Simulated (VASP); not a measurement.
Set up this calculation in VASP 6.6.1, as the native input.

- Task: single point
- Functional: LDA
- Potentials or basis: VASP PAW LDA potentials, release 64 (Ta_pv, N)
- Cutoff: 520 eV
- k mesh: 15 × 15 × 10
- Occupations: gaussian, width 0.1 eV
- Spin: no spin polarisation
- Dipole correction: no
- Further INCAR settings: ALGO = Normal; EDIFF = 1e-06; NBANDS = 20

The structure of Ta2N lies in POSCAR:

```
Ta2N
1.0
    3.0970807931     -0.0000000028      0.0000000000
   -1.5485403941      2.6821506459      0.0000000000
    0.0000000000      0.0000000000      4.8194917177
Ta N
2 1
Direct
    0.6666666667      0.3333333333      0.7488587060
    0.3333333333      0.6666666667      0.2511412940
    0.0000000000      0.0000000000      0.0000000000
```

One way to write it, as run:

INCAR

```
SYSTEM = Ta2N
PREC = Accurate ; ENCUT = 520
EDIFF = 1E-6 ; ISMEAR = 0
SIGMA = 0.1 ; LREAL = .False.
LASPH = .True. ; NELM = 60
ALGO = Normal ; ISIF = 2
LWAVE = .False. ; LCHARG = .False.
GGA = CA ; NBANDS = 20
```

KPOINTS

```
Automatic mesh
0
Gamma
  15 15 10
  0 0 0
```

Potentials or basis: VASP PAW LDA potentials, release 64 (Ta_pv, N).

The run is started by

```sh
$ cat potpaw_LDA.64/Ta_pv/POTCAR potpaw_LDA.64/N/POTCAR > POTCAR
$ mpirun -np 1 vasp_std > vasp.out
```

It gave:

| Property | Result |
| --- | --- |
| Pressure | -6.8 GPa |
| Largest force | 0.047 eV/Å |
| Band gap on the k mesh | zero (an odd number of electrons rules out a gap without spin polarisation) |

Caveat: the cell stands under tension; spin-orbit coupling is left out, which moves the levels of the heavy elements.

Wall time 67 s on 1 thread of AMD EPYC 9R45 96-Core Processor (Zen 5), with other jobs on the host, peak memory 0.24 GiB.
